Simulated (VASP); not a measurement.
# LiF (P1) in VASP: relaxation of cell and atoms with PBE

Aim: the relaxation of cell and atoms of LiF with PBE.

All numbers are computed with VASP 6.6.1; they aren't measurements. Logs are shortened: lines on timing, memory, paths and dates and some standing lists are left out, and cuts for length are marked.

## Step 1: The cell of the first run

The typed cell holds 8 atoms: a = 3.176 Å, b = 5.355 Å, c = 5.295 Å, α = 110.07°, β = 90.38°, γ = 89.96°.

## Step 2: Relaxation of cell and atoms, PBE

INCAR

```
  PREC = Accurate
  ENCUT = 600
  EDIFF = 1E-6
  ISMEAR = 0
  SIGMA = 0.1
  LREAL = F
  LASPH = T
  NELM = 60
  ALGO = Normal
  ISIF = 3
  LWAVE = F
  LCHARG = F
  GGA = PE
  IBRION = 2
  NSW = 80
  EDIFFG = -0.025
```

KPOINTS

```
Automatic mesh
0
Gamma
  4 4 4
```

POSCAR

```
LiF
1.0
    2.2398651420      2.2512865066      0.0069569913
    2.1778033165     -2.1753106984      4.3823534465
    2.1266309904     -2.1519663377     -4.3450951031
Li F
4 4
Direct
    0.4333521498      0.3397289489      0.6567405746
    0.0314439397      0.8900042869      0.6345930002
   -0.0394910118      0.4045994774      0.1094833785
    0.5276601889      0.8889892545      0.1496567146
    1.0159973486      0.2381998635      0.7602814309
    0.4849027771      0.7267567296      0.7530406134
    0.4495552725      0.2643786380      0.2390047997
    0.0965793353      0.7473428013      0.1971994880
```

Potentials or basis: VASP PAW PBE potentials, release 64 (Li_sv, F).

The run is started by

```
> cat potpaw_PBE.64/Li_sv/POTCAR potpaw_PBE.64/F/POTCAR > POTCAR
> mpirun -np 1 vasp_std > vasp.out
```

OUTCAR:

```text
PREC = Accurate
   ENCUT = 600
   EDIFF = 1E-6
   ISMEAR = 0
   LREAL = F
   LASPH = T
   NELM = 60
   ISIF = 3
   GGA = PE
   IBRION = 2
   NSW = 80
   EDIFFG = -0.025

 ion  position               nearest neighbor table
   1  0.433  0.340  0.657-   5 1.60   6 1.96   5 2.05   7 2.11
   2  0.031  0.890  0.635-   5 1.75   6 1.90   6 2.14   8 2.19
   3  0.961  0.405  0.109-   5 1.77   8 1.78   7 1.95   7 2.01
   4  0.528  0.889  0.150-   8 1.63   7 1.92   6 1.98   8 2.01
   5  0.016  0.238  0.760-   1 1.60   2 1.75   3 1.77   1 2.05
   6  0.485  0.727  0.753-   2 1.90   1 1.96   4 1.98   2 2.14
   7  0.450  0.264  0.239-   4 1.92   3 1.95   3 2.01   1 2.11
   8  0.097  0.747  0.197-   4 1.63   3 1.78   4 2.01   2 2.19

  LATTYP: Found a triclinic cell.
 ALAT       =     5.2946548464
 B/A-ratio  =     1.0114643943
 C/A-ratio  =     0.5998014540
 COS(alpha) =     0.0006600787
 COS(beta)  =     0.0066344663
 COS(gamma) =     0.3431227986

  Lattice vectors:

 A1 = (  -2.1266309904,   2.1519663377,   4.3450951031)
 A2 = (   2.1778033165,  -2.1753106984,   4.3823534465)
 A3 = (   2.2398651420,   2.2512865066,   0.0069569913)

Analysis of symmetry for initial positions (statically):
=====================================================================
 Subroutine PRICEL returns:
 Original cell was already a primitive cell.

 Routine SETGRP: Setting up the symmetry group for a
 triclinic supercell.

 Subroutine GETGRP returns: Found  1 space group operations
 (whereof  1 operations were pure point group operations)
 out of a pool of  2 trial point group operations.

The static configuration has the point symmetry C_1 .

Analysis of symmetry for dynamics (positions and initial velocities):
=====================================================================
 Subroutine PRICEL returns:
 Original cell was already a primitive cell.

 Routine SETGRP: Setting up the symmetry group for a
 triclinic supercell.

 Subroutine GETGRP returns: Found  1 space group operations
 (whereof  1 operations were pure point group operations)
 out of a pool of  2 trial point group operations.

The dynamic configuration has the point symmetry C_1 .

 Subroutine INISYM returns: Found  1 space group operations
 (whereof  1 operations are pure point group operations),
 and found     1 'primitive' translations

----------------------------------------------------------------------------------------

                                     Primitive cell

[... 118 lines left out ...]
   EFERMI_NEDOS =   21; number of points for ismear=-14 and -15
   IALGO  =     38    algorithm
   IMIX   =      4    mixing-type and parameters
     AMIX     =   0.40;   BMIX     =  1.00
     AMIX_MAG =   1.60;   BMIX_MAG =  1.00
  volume/ion in A,a.u.               =      10.57        71.35
  Fermi-wavevector in a.u.,A,eV,Ry     =   1.275483  2.410313 22.134719  1.626856
  Thomas-Fermi vector in A             =   2.408192
   LORBIT       =      0    0 simple, 1 ext, 2 COOP (PROOUT), +10 PAW based schemes
   GGA     = PE    functional components
   LHFCALC =     F    Hartree Fock is set to
   AEXX    =    0.0000 exact exchange contribution
   IVDW    =     0    specifies the selected vdW correction
   LEPSILON=     F    determine dielectric tensor
   LRPA    =     F    only Hartree local field effects (RPA)
 conjugate gradient relaxation of ions
 non-spin polarized calculation
 Gauss-broadening in eV      SIGMA  =   0.10
  energy-cutoff  :      600.00
  volume of cell :       84.58
 maximum number of plane-waves:      2857
 NGX is ok and might be reduce to    28
   NGX = 13   NGY = 21   NGZ = 21

--------------------------------------- Ionic step        1  -------------------------------------------

 number of electron      40.0000001 magnetization

 Free energy of the ion-electron system (eV)
  ---------------------------------------------------
  ext. energy  EPLUGINS =         0.00000000
  ---------------------------------------------------
  free energy    TOTEN  =       -37.43799556 eV

  energy without entropy =      -37.43799556  energy(sigma->0) =      -37.43799556

------------------------ aborting loop because EDIFF is reached ----------------------------------------

  FORCE on cell =-STRESS in cart. coord.  units (eV):
  Direction    XX          YY          ZZ          XY          YZ          ZX
  --------------------------------------------------------------------------------------
  -------------------------------------------------------------------------------------
  Total        1.8514814      1.0243455      0.7226391      0.2384096      1.4836836      2.0329951
  in kB       35.0726918     19.4042211     13.6889833      4.5162029     28.1054836     38.5111145
  external PRESSURE =      22.7219654 kB  Pullay stress =       0.0000000 kB
[... 107 lines left out ...]
  FREE ENERGIE OF THE ION-ELECTRON SYSTEM (eV)
  ---------------------------------------------------
  free  energy   TOTEN  =       -38.1756371033 eV

  energy  without entropy=      -38.1756371033  energy(sigma->0) =      -38.17563710

 E-fermi :  -2.2800     XC(G=0):  -8.5042

 val. band max:       -2.7297757091   @ k =   0.0000   0.0000   0.0000
 cond. band min:       4.5587722782   @ k =   0.0000   0.0000   0.0000
 fundamental gap:      7.2885479872
 Fermi energy:        -2.2799561535

 k-point     1 :       0.0000    0.0000    0.0000
  band No.  band energies     occupation
      1     -43.5814      2.00000
      2     -43.5534      2.00000
      3     -43.4062      2.00000
      4     -43.3716      2.00000
      5     -22.1175      2.00000
      6     -21.9694      2.00000
[... 661 lines left out ...]
     24       8.3625      0.00000
     25      11.6447      0.00000

 [... further k-points ...]

[... ionic steps 4 to 15 ...]

--------------------------------------- Ionic step       16  -------------------------------------------

 number of electron      40.0000000 magnetization

------------------------ aborting loop because EDIFF is reached ----------------------------------------
[... 79 lines left out ...]
--------------------------------------- Ionic step       18  -------------------------------------------

 number of electron      39.9999991 magnetization

 Free energy of the ion-electron system (eV)
  ---------------------------------------------------
  ext. energy  EPLUGINS =         0.00000000
  ---------------------------------------------------
  free energy    TOTEN  =       -38.52919813 eV

  energy without entropy =      -38.52919813  energy(sigma->0) =      -38.52919813

 E-fermi :  -2.1212     XC(G=0):  -8.6750

 val. band max:       -2.7211882899   @ k =   0.0000   0.0000   0.0000
 cond. band min:       4.9624599155   @ k =   0.0000   0.0000   0.0000
 fundamental gap:      7.6836482055
 Fermi energy:        -2.1211503061

 k-point     1 :       0.0000    0.0000    0.0000
  band No.  band energies     occupation
      1     -43.1801      2.00000
      2     -43.1495      2.00000
      3     -43.1479      2.00000
      4     -43.1381      2.00000
      5     -21.9979      2.00000
      6     -21.8284      2.00000
[... 698 lines left out ...]
  FREE ENERGIE OF THE ION-ELECTRON SYSTEM (eV)
  ---------------------------------------------------
  free  energy   TOTEN  =       -38.5291981291 eV

  energy  without entropy=      -38.5291981291  energy(sigma->0) =      -38.52919813

 reached required accuracy - stopping structural energy minimisation
```

OSZICAR:

```text
N       E                     dE             d eps       ncg     rms          rms(c)
DAV:   1     0.377095795502E+03    0.37710E+03   -0.23306E+04  1800   0.191E+03
DAV:   2    -0.652095189518E+01   -0.38362E+03   -0.37390E+03  2124   0.470E+02
DAV:   3    -0.324133119813E+02   -0.25892E+02   -0.25759E+02  2196   0.118E+02
DAV:   4    -0.405111148745E+02   -0.80978E+01   -0.80889E+01  3381   0.352E+01
[... 168 lines left out ...]
DAV:   2    -0.385293958101E+02   -0.35973E-02   -0.43583E-02  1994   0.167E+00    0.150E-01
DAV:   3    -0.385292831091E+02    0.11270E-03   -0.22173E-03  2888   0.348E-01    0.790E-02
DAV:   4    -0.385291946419E+02    0.88467E-04   -0.28978E-04  2148   0.182E-01    0.146E-02
DAV:   5    -0.385291975276E+02   -0.28857E-05   -0.53313E-05  2056   0.725E-02    0.763E-03
DAV:   6    -0.385291981291E+02   -0.60153E-06   -0.38545E-06  1907   0.160E-02
  18 F= -.38529198E+02 E0= -.38529198E+02  d E =-.853481E-03
```

CONTCAR:

```text
LiF
   1.00000000000000
     2.1749567282590196    2.1729558280291679    0.0020553476227483
     2.1748989843408553   -2.1733692475190125    4.3608878685229442
     2.1698181354402148   -2.1726614757299205   -4.3617350699996358
  Li              F
     4     4
Direct
     0.4977476608198702    0.3741310916239436    0.6251921228436770
     0.0024371952868963    0.8744072943178880    0.6249217945094176
     0.0001810210348023    0.3758600740291421    0.1252064127400290
     0.5002125840951954    0.8751275736447940    0.1246005439427362
     0.9982737943059722    0.2495535363232446    0.7501781425222823
     0.5018657465777266    0.7494919962698091    0.7497739378309997
     0.4990733060320352    0.2503589683519336    0.2499734556354155
     0.0002086919474969    0.7510694655392398    0.2501535898754479

  0.00000000E+00  0.00000000E+00  0.00000000E+00
  0.00000000E+00  0.00000000E+00  0.00000000E+00
  0.00000000E+00  0.00000000E+00  0.00000000E+00
  0.00000000E+00  0.00000000E+00  0.00000000E+00
  0.00000000E+00  0.00000000E+00  0.00000000E+00
  0.00000000E+00  0.00000000E+00  0.00000000E+00
  0.00000000E+00  0.00000000E+00  0.00000000E+00
  0.00000000E+00  0.00000000E+00  0.00000000E+00
```

It took 13 min on 1 thread of AMD EPYC 7R13 (Zen 3), shared host; peak memory 0.23 GiB.

What came out:

```yaml
Free_energy: -38.5292 eV
Relaxed_volume: 10.30 Å³/atom
Relaxed_cell: a = 3.074 Å, b = 5.336 Å, c = 5.334 Å, α = 109.67°, β = 90.04°, γ = 89.94°
Space_group_after_relaxing_to_0.1_Å: F-43m (No. 216)
Energy_gained_by_relaxing: 136.4 meV/atom
Ionic_steps: 18
Pressure_after_relaxing: 0.0 GPa
Largest_force_after_relaxing: 0.019 eV/Å
Band_gap_on_the_k_mesh: 7.68 eV
```

Forces in eV/Å, atoms in the order of the input:
```
Li   0.006  0.007  0.011
Li  -0.007 -0.015  0.002
Li  -0.014 -0.009 -0.010
Li   0.008 -0.008  0.004
F    0.007  0.003  0.000
F   -0.004  0.002 -0.004
F    0.009  0.006  0.003
F   -0.006  0.015 -0.007
```

The path:
```csv
step,energy change (eV),largest force (eV/Å),pressure (GPa),volume (Å³)
1,0.0000,2.6819,2.27,84.58
2,-0.6743,0.9654,-1.53,86.41
3,-0.7376,0.8062,-1.98,86.95
4,-0.7666,0.5902,-2.31,88.04
5,-0.7689,0.6259,-2.30,87.82
6,-0.9030,0.4141,-1.73,85.78
7,-1.0032,0.3256,-0.07,82.33
8,-1.0344,0.2248,0.06,82.03
9,-1.0473,0.1579,0.35,81.65
10,-1.0598,0.1332,0.11,82.03
11,-1.0652,0.1723,-0.14,82.51
12,-1.0748,0.0903,-0.11,82.48
13,-1.0795,0.1300,-0.06,82.44
14,-1.0858,0.0623,0.06,82.28
15,-1.0864,0.0752,0.11,82.21
16,-1.0901,0.0504,-0.01,82.39
17,-1.0903,0.0438,-0.03,82.44
18,-1.0912,0.0192,-0.01,82.40
```

Final structure:
```
Li F
1.0
     2.17496    2.17296    0.00206
     2.17490   -2.17337    4.36089
     2.16982   -2.17266   -4.36174
Li F
4 4
Direct
  0.49775 0.37413 0.62519
  0.00244 0.87441 0.62492
  0.00018 0.37586 0.12521
  0.50021 0.87513 0.12460
  0.99827 0.24955 0.75018
  0.50187 0.74949 0.74977
  0.49907 0.25036 0.24997
  0.00021 0.75107 0.25015
```

Caveat: the k points lie up to 0.51 Å⁻¹ apart in the final cell; the cutoff is under 1.25 times the usual one of these potentials, so pressure, stress and relaxed cells hold a basis-set (Pulay) error. A k mesh can miss the band edges.
